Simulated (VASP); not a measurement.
# TmH (Fd-3m) in VASP: a series of runs

TmH is run at these levels: PBE; tasks: single point, relaxation of cell and atoms.

All numbers are computed with VASP 6.6.1; they aren't measurements. Logs are shortened: lines on timing, memory, paths and dates and some standing lists are left out, and cuts for length are marked.

### 1 The cell of the first run

Symmetry: Fd-3m, No. 227, cubic system. The conventional cell has a = 6.482 Å, b = 6.482 Å, c = 6.482 Å, α = 90.00°, β = 90.00°, γ = 90.00°. Tm (site symmetry -43m) has 4 Tm at 2.81 Å and 10 H at 2.81 to 3.24 Å within 3.7 Å. H (site symmetry -43m) has 10 Tm at 2.81 to 3.24 Å and 4 H at 2.81 Å within 3.7 Å.

The cell was built from a structure type or drawn by symmetry, and may not be a known phase.

### 2 Single point, PBE

Contents of INCAR:

```
ALGO     = Normal         # electronic algorithm
EDIFF    = 1E-6           # SCF threshold, eV
ENCUT    = 500            # plane-wave cutoff, eV
GGA      = PE             # functional
GGA_COMPAT= F            
ISIF     = 2              # what is computed and relaxed
ISMEAR   = 0              # smearing method
LASPH    = T              # aspherical terms in the spheres
LCHARG   = F              # write CHGCAR
LMAXMIX  = 6              # l up to which the mixer works
LREAL    = F              # projectors in reciprocal space
LWAVE    = F              # write WAVECAR
NBANDS   = 18             # bands
NELM     = 200            # most SCF steps
PREC     = Accurate       # precision mode
SIGMA    = 0.1            # smearing width, eV
```

Contents of KPOINTS:

```
k-points
0
Gamma
  4 4 4
```

Contents of POSCAR:

```
TmH
1.0
    0.0000000000      3.2409225000      3.2409225000
    3.2409225000      0.0000000000      3.2409225000
    3.2409225000      3.2409225000      0.0000000000
Tm H
2 2
Direct
    0.2500000000      0.2500000000      0.2500000000
    0.0000000000      0.0000000000      0.0000000000
    0.7500000000      0.7500000000      0.7500000000
    0.5000000000      0.5000000000      0.5000000000
```

Potentials or basis: VASP PAW PBE potentials, release 64 (Tm_3, H), 4f in core.

On the command line:

```console
> cat potpaw_PBE.64/Tm_3/POTCAR potpaw_PBE.64/H/POTCAR > POTCAR
> mpirun -np 1 vasp_std > vasp.out
```

OUTCAR:

```text
EDIFF = 1E-6
   ENCUT = 500
   GGA = PE
   ISIF = 2
   ISMEAR = 0
   LASPH = T
   LREAL = F
   NELM = 200
   PREC = Accurate

 ion  position               nearest neighbor table
   1  0.250  0.250  0.250-   2 2.81   2 2.81   2 2.81   2 2.81
   2  0.000  0.000  0.000-   1 2.81   1 2.81   1 2.81   1 2.81
   3  0.750  0.750  0.750-
   4  0.500  0.500  0.500-

  LATTYP: Found a face centered cubic cell.
 ALAT       =     6.4818450000

  Lattice vectors:

 A1 = (   0.0000000000,   3.2409225000,   3.2409225000)
 A2 = (   3.2409225000,   0.0000000000,   3.2409225000)
 A3 = (   3.2409225000,   3.2409225000,   0.0000000000)

Analysis of symmetry for initial positions (statically):
=====================================================================
 Subroutine PRICEL returns:
 Original cell was already a primitive cell.

 Routine SETGRP: Setting up the symmetry group for a
 face centered cubic supercell.

 Subroutine GETGRP returns: Found 48 space group operations
 (whereof 24 operations were pure point group operations)
 out of a pool of 48 trial point group operations.

The static configuration has the point symmetry T_d .
 The point group associated with its full space group is O_h .

Analysis of symmetry for dynamics (positions and initial velocities):
=====================================================================
 Subroutine PRICEL returns:
 Original cell was already a primitive cell.

 Routine SETGRP: Setting up the symmetry group for a
 face centered cubic supercell.

 Subroutine GETGRP returns: Found 48 space group operations
 (whereof 24 operations were pure point group operations)
 out of a pool of 48 trial point group operations.

The dynamic configuration has the point symmetry T_d .
 The point group associated with its full space group is O_h .

 Subroutine INISYM returns: Found 48 space group operations
 (whereof 24 operations are pure point group operations),
 and found     1 'primitive' translations

----------------------------------------------------------------------------------------

                                     Primitive cell

  volume of cell :      68.0826

  direct lattice vectors                    reciprocal lattice vectors
     0.000000000  3.240922500  3.240922500    -0.154277062  0.154277062  0.154277062
     3.240922500  0.000000000  3.240922500     0.154277062 -0.154277062  0.154277062
     3.240922500  3.240922500  0.000000000     0.154277062  0.154277062 -0.154277062

  length of vectors
     4.583356554  4.583356554  4.583356554     0.267215709  0.267215709  0.267215709

  position of ions in fractional coordinates (direct lattice)
     0.250000000  0.250000000  0.250000000
     0.000000000  0.000000000  0.000000000
     0.750000000  0.750000000  0.750000000
     0.500000000  0.500000000  0.500000000

  ion indices of the primitive-cell ions
   primitive index   ion index
                 1           1
                 2           2
                 3           3
                 4           4

----------------------------------------------------------------------------------------

 KPOINTS: k-points

Automatic generation of k-mesh.
 Grid dimensions read from file:
 generate k-points for:    4    4    4

 Generating k-lattice:

  Cartesian coordinates                     Fractional coordinates (reciprocal lattice)
    -0.038569265  0.038569265  0.038569265     0.250000000  0.000000000  0.000000000
     0.038569265 -0.038569265  0.038569265     0.000000000  0.250000000  0.000000000
     0.038569265  0.038569265 -0.038569265     0.000000000  0.000000000  0.250000000

  Length of vectors
     0.066803927  0.066803927  0.066803927

  Shift w.r.t. Gamma in fractional coordinates (k-lattice)
     0.000000000  0.000000000  0.000000000

 Subroutine IBZKPT returns following result:
 ===========================================

 Found      8 irreducible k-points:

 Following reciprocal coordinates:
            Coordinates               Weight
  0.000000  0.000000  0.000000      1.000000
  0.250000  0.000000  0.000000      8.000000
  0.500000  0.000000  0.000000      4.000000
  0.250000  0.250000  0.000000      6.000000
  0.500000  0.250000  0.000000     24.000000
 -0.250000  0.250000  0.000000     12.000000
  0.500000  0.500000  0.000000      3.000000
 -0.250000  0.500000  0.250000      6.000000
   k-points           NKPTS =      8   k-points in BZ     NKDIM =      8   number of bands    NBANDS=     18
   number of dos      NEDOS =    301   number of ions     NIONS =      4
   total plane-waves  NPLWV =  46656
   dimension x,y,z NGX =    36 NGY =   36 NGZ =   36
   dimension x,y,z NGXF=    72 NGYF=   72 NGZF=   72
   ions per type =               2   2
   NGX,Y,Z   is equivalent  to a cutoff of  13.06, 13.06, 13.06 a.u.
   NGXF,Y,Z  is equivalent  to a cutoff of  26.12, 26.12, 26.12 a.u.
 SYSTEM =  unknown system
   PREC   = accura    normal or accurate (medium, high low for compatibility)
   ISTART =      0    job   : 0-new  1-cont  2-samecut
   ICHARG =      2    charge: 1-file 2-atom 10-const
   ISPIN  =      1    spin polarized calculation?
   LNONCOLLINEAR =      F non collinear calculations
   LSORBIT =      F    spin-orbit coupling
   LASPH  =      T    aspherical Exc in radial PAW
   ENCUT  =  500.0 eV  36.75 Ry    6.06 a.u.   8.36  8.36  8.36*2*pi/ulx,y,z
   NELM   =    200;   NELMIN=  2; NELMDL= -5     # of ELM steps
   EDIFF  = 0.1E-05   stopping-criterion for ELM
   LREAL  =      F    real-space projection
   EDIFFG = 0.1E-04   stopping-criterion for IOM
   NSW    =      0    number of steps for IOM
   IBRION =     -1    ionic relax: 0-MD 1-quasi-New 2-CG
   NFREE  =      0    steps in history (QN), initial steepest desc. (CG)
   ISIF   =      2    stress and relaxation
   ISYM   =      2    0-nonsym 1-usesym 2-fastsym
   POTIM  = 0.5000    time-step for ionic-motion
   TEBEG  =    0.0;   TEEND  =   0.0 temperature during run
   PSTRESS=    0.0 pullay stress
   NELECT =      20.0000    total number of electrons
   NUPDOWN=      -1.0000    fix difference up-down
   EMIN   =  10.00;   EMAX   =-10.00  energy-range for DOS
   EFERMI =   0.00;   METHOD = LEGACY
   ISMEAR =     0;   SIGMA  =   0.10  broadening in eV -4-tet -1-fermi 0-gaus
   EFERMI_NEDOS =   21; number of points for ismear=-14 and -15
   IALGO  =     38    algorithm
   IMIX   =      4    mixing-type and parameters
     AMIX     =   0.40;   BMIX     =  1.00
     AMIX_MAG =   1.60;   BMIX_MAG =  1.00
  volume/ion in A,a.u.               =      17.02       114.86
  Fermi-wavevector in a.u.,A,eV,Ry     =   1.088277  2.056546 16.114022  1.184347
  Thomas-Fermi vector in A             =   2.224455
   LORBIT       =      0    0 simple, 1 ext, 2 COOP (PROOUT), +10 PAW based schemes
   GGA     = PE    functional components
   LHFCALC =     F    Hartree Fock is set to
   AEXX    =    0.0000 exact exchange contribution
   IVDW    =     0    specifies the selected vdW correction
   LEPSILON=     F    determine dielectric tensor
   LRPA    =     F    only Hartree local field effects (RPA)
 non-spin polarized calculation
 Gauss-broadening in eV      SIGMA  =   0.10
  energy-cutoff  :      500.00
  volume of cell :       68.08
 maximum number of plane-waves:      1759
 NGX is ok and might be reduce to    36
   NGX = 17   NGY = 17   NGZ = 17

 number of electron      20.0000003 magnetization

 Free energy of the ion-electron system (eV)
  ---------------------------------------------------
  ext. energy  EPLUGINS =         0.00000000
  ---------------------------------------------------
  free energy    TOTEN  =       -10.73665921 eV

  energy without entropy =      -10.72770017  energy(sigma->0) =      -10.73217969

 E-fermi :   2.6884     XC(G=0):  -9.8028

 val. band max:        2.5924374456   @ k =   0.5000   0.2500   0.0000
 cond. band min:       2.8282923473   @ k =   0.5000   0.0000   0.0000
 fundamental gap:      0.2358549017
 Fermi energy:         2.6883564272

 k-point     1 :       0.0000    0.0000    0.0000
  band No.  band energies     occupation
      1     -23.8241      2.00000
      2     -23.8241      2.00000
      3     -23.8241      2.00000
      4     -22.8790      2.00000
      5     -22.8790      2.00000
      6     -22.8790      2.00000
      7      -4.3413      2.00000
      8       1.8679      2.00000
      9       2.2449      2.00000
     10       2.2449      2.00000
     11       3.0450      0.00000
     12       3.0450      0.00000
     13       3.0450      0.00000
     14       4.8075      0.00000
     15       4.8075      0.00000
     16       4.8075      0.00000
     17       5.4647      0.00000
     18       9.4533      0.00000

 k-point     2 :       0.2500    0.0000    0.0000
  band No.  band energies     occupation
      1     -23.8829      2.00000
      2     -23.8829      2.00000
      3     -23.8289      2.00000
      4     -22.8875      2.00000
      5     -22.8145      2.00000
      6     -22.8145      2.00000
      7      -3.5402      2.00000
      8       0.5457      2.00000
      9       1.9192      2.00000
     10       1.9192      2.00000
     11       2.3431      2.00000
     12       3.6105      0.00000
     13       3.6105      0.00000
     14       4.2899      0.00000
     15       4.9902      0.00000
     16       4.9902      0.00000
     17       7.8562      0.00000
     18       9.0447      0.00000

 k-point     3 :       0.5000    0.0000    0.0000
  band No.  band energies     occupation
      1     -23.9353      2.00000
      2     -23.9353      2.00000
      3     -23.8384      2.00000
      4     -22.8901      2.00000
      5     -22.7565      2.00000
      6     -22.7565      2.00000
      7      -2.0268      2.00000
      8      -1.2865      2.00000
      9       2.0421      2.00000
     10       2.0421      2.00000
     11       2.8283      0.04782
     12       3.1293      0.00000
     13       3.1293      0.00000
     14       3.1840      0.00000
     15       6.2981      0.00000
     16       6.2981      0.00000
     17       7.9963      0.00000
     18       7.9964      0.00000

 k-point     4 :       0.2500    0.2500    0.0000
  band No.  band energies     occupation
      1     -23.9474      2.00000
      2     -23.9474      2.00000
      3     -23.6948      2.00000
      4     -23.0336      2.00000
      5     -22.7443      2.00000
      6     -22.7443      2.00000
      7      -3.2811      2.00000
      8      -0.2467      2.00000
      9       1.9500      2.00000
     10       2.9671      0.00008
     11       3.1029      0.00000
     12       3.3605      0.00000
     13       3.3605      0.00000
     14       4.3572      0.00000
     15       4.7362      0.00000
     16       4.7362      0.00000
     17       7.3172      0.00000
     18       7.8132      0.00000

 k-point     5 :       0.5000    0.2500    0.0000
  band No.  band energies     occupation
      1     -24.0421      2.00000
      2     -23.9943      2.00000
      3     -23.5984      2.00000
      4     -23.1326      2.00000
      5     -22.6916      2.00000
      6     -22.6530      2.00000
      7      -2.0896      2.00000
      8      -1.0601      2.00000
      9       1.2282      2.00000
     10       2.5924      1.82506
     11       3.0162      0.00000
     12       3.5261      0.00000
     13       3.6049      0.00000
     14       4.5235      0.00000
     15       5.0701      0.00000
     16       5.7492      0.00000
     17       7.2774      0.00000
     18       7.7401      0.00000

 k-point     6 :      -0.2500    0.2500    0.0000
  band No.  band energies     occupation
      1     -24.0314      2.00000
      2     -23.9355      2.00000
      3     -23.6859      2.00000
      4     -23.0354      2.00000
      5     -22.7561      2.00000
      6     -22.6675      2.00000
      7      -2.5384      2.00000
      8      -0.4292      2.00000
      9       1.1271      2.00000
     10       1.7345      2.00000
     11       2.9323      0.00056
     12       3.7490      0.00000
     13       4.2086      0.00000
     14       4.4608      0.00000
     15       4.5921      0.00000
     16       6.3753      0.00000
     17       6.7160      0.00000
     18       7.8126      0.00000

 k-point     7 :       0.5000    0.5000    0.0000
  band No.  band energies     occupation
      1     -24.0479      2.00000
      2     -24.0479      2.00000
      3     -23.3759      2.00000
      4     -23.3759      2.00000
      5     -22.6322      2.00000
      6     -22.6322      2.00000
      7      -1.6187      2.00000
      8      -1.6187      2.00000
      9       2.0675      2.00000
     10       2.0675      2.00000
     11       3.2451      0.00000
     12       3.2451      0.00000
     13       5.0129      0.00000
     14       5.0129      0.00000
     15       5.6391      0.00000
     16       5.6391      0.00000
     17       5.8948      0.00000
     18       5.8948      0.00000

 k-point     8 :      -0.2500    0.5000    0.2500
  band No.  band energies     occupation
      1     -24.0538      2.00000
      2     -24.0538      2.00000
      3     -23.3652      2.00000
      4     -23.3652      2.00000
      5     -22.6369      2.00000
      6     -22.6369      2.00000
      7      -1.5468      2.00000
      8      -1.5468      2.00000
      9       2.0236      2.00000
     10       2.0236      2.00000
     11       3.4349      0.00000
     12       3.4349      0.00000
     13       3.7118      0.00000
     14       3.7118      0.00000
     15       5.7115      0.00000
     16       5.7115      0.00000
     17       7.5691      0.00000
     18       7.7304      0.00000

------------------------ aborting loop because EDIFF is reached ----------------------------------------

  FORCE on cell =-STRESS in cart. coord.  units (eV):
  Direction    XX          YY          ZZ          XY          YZ          ZX
  --------------------------------------------------------------------------------------
  -------------------------------------------------------------------------------------
  Total        1.0316446      1.0316446      1.0316446      0.0000000     -0.0000000     -0.0000000
  in kB       24.2775450     24.2775450     24.2775450      0.0000000     -0.0000000     -0.0000000
  external PRESSURE =      24.2775450 kB  Pullay stress =       0.0000000 kB

 VOLUME and BASIS-vectors are now :
 -----------------------------------------------------------------------------
  energy-cutoff  :      500.00
  volume of cell :       68.08
      direct lattice vectors                 reciprocal lattice vectors
     0.000000000  3.240922500  3.240922500    -0.154277062  0.154277062  0.154277062
     3.240922500  0.000000000  3.240922500     0.154277062 -0.154277062  0.154277062
     3.240922500  3.240922500  0.000000000     0.154277062  0.154277062 -0.154277062

 POSITION                                       TOTAL-FORCE (eV/Angst)
 -----------------------------------------------------------------------------------
      1.62046      1.62046      1.62046        -0.000000     -0.000000     -0.000000
      0.00000      0.00000      0.00000         0.000000      0.000000      0.000000
      4.86138      4.86138      4.86138        -0.000000     -0.000000      0.000000
      3.24092      3.24092      3.24092        -0.000000     -0.000000      0.000000
 -----------------------------------------------------------------------------------
    total drift:                                0.000000      0.000000      0.000000

  FREE ENERGIE OF THE ION-ELECTRON SYSTEM (eV)
  ---------------------------------------------------
  free  energy   TOTEN  =       -10.7366592082 eV

  energy  without entropy=      -10.7277001728  energy(sigma->0) =      -10.73217969
```

It took 10 s on 1 thread of Intel Xeon Platinum 8488C (Sapphire Rapids), shared host; peak memory 0.2 GiB.

Results:

- Free energy: -10.7367 eV
- Pressure: 2.4 GPa
- Band gap on the k mesh: zero (bands 10 and 11 overlap by 0.62 eV)

Caveat: the k points lie up to 0.42 Å⁻¹ apart, too coarse for converged energies and pressures of a metal; spin-orbit coupling is left out, which moves the levels of the heavy elements; the 4f electrons are frozen in the core, so they carry no moment and show no levels.

### 3 Single point, PBE

This run uses another cell than the first one, of 19.69 Å³/atom.

Contents of INCAR:

```
SYSTEM = TmH
PREC     = Accurate       ! precision mode
ENCUT    = 500            ! plane-wave cutoff, eV
EDIFF    = 1E-6           ! SCF threshold, eV
ISMEAR   = 0              ! smearing method
SIGMA    = 0.1            ! smearing width, eV
LREAL    = .FALSE.        ! projectors in reciprocal space
LASPH    = .TRUE.         ! aspherical terms in the spheres
NELM     = 200            ! most SCF steps
ALGO     = Normal         ! electronic algorithm
ISIF     = 2              ! what is computed and relaxed
LWAVE    = .FALSE.        ! write WAVECAR
LCHARG   = .FALSE.        ! write CHGCAR
GGA      = PE             ! functional
NBANDS   = 18             ! bands
GGA_COMPAT= .FALSE.      
LMAXMIX  = 6              ! l up to which the mixer works
```

Contents of KPOINTS:

```
regular mesh
0
G
  12 12 12
  0 0 0
```

Contents of POSCAR:

```
TmH
1.0
    0.0000000000      3.4021121223      3.4021121223
    3.4021121223      0.0000000000      3.4021121223
    3.4021121223      3.4021121223      0.0000000000
Tm H
2 2
Direct
    0.2500000000      0.2500000000      0.2500000000
    0.0000000000      0.0000000000      0.0000000000
    0.7500000000      0.7500000000      0.7500000000
    0.5000000000      0.5000000000      0.5000000000
```

Potentials or basis: VASP PAW PBE potentials, release 64 (Tm_3, H), 4f in core.

On the command line:

```console
> cat potpaw_PBE.64/Tm_3/POTCAR potpaw_PBE.64/H/POTCAR > POTCAR
> mpirun -np 1 vasp_std > vasp.out
```

Wall time 66 s (1 thread of Intel Xeon Platinum 8488C (Sapphire Rapids), shared host); peak memory 0.25 GiB.

The run converged. Its results:

- Free energy: -10.7861 eV
- Pressure: 0.0 GPa
- Band gap on the k mesh: zero (bands 10 and 11 overlap by 1.06 eV)

Levels at points of the mesh, in eV from the Fermi level:
```
           k point  band 8  band 9  band 10  band 11  band 12  band 13
(0.00, 0.00, 0.00)   -0.69   -0.17    -0.17     0.34     0.34     0.34
(0.50, 0.00, 0.00)   -3.65   -0.35    -0.35    -0.11     0.30     0.48
(0.50, 0.50, 0.00)   -3.71   -0.91    -0.91     0.62     0.62     2.23
```

Caveat: spin-orbit coupling is left out, which moves the levels of the heavy elements; the 4f electrons are frozen in the core, so they carry no moment and show no levels.

[end of part 1 of 2]
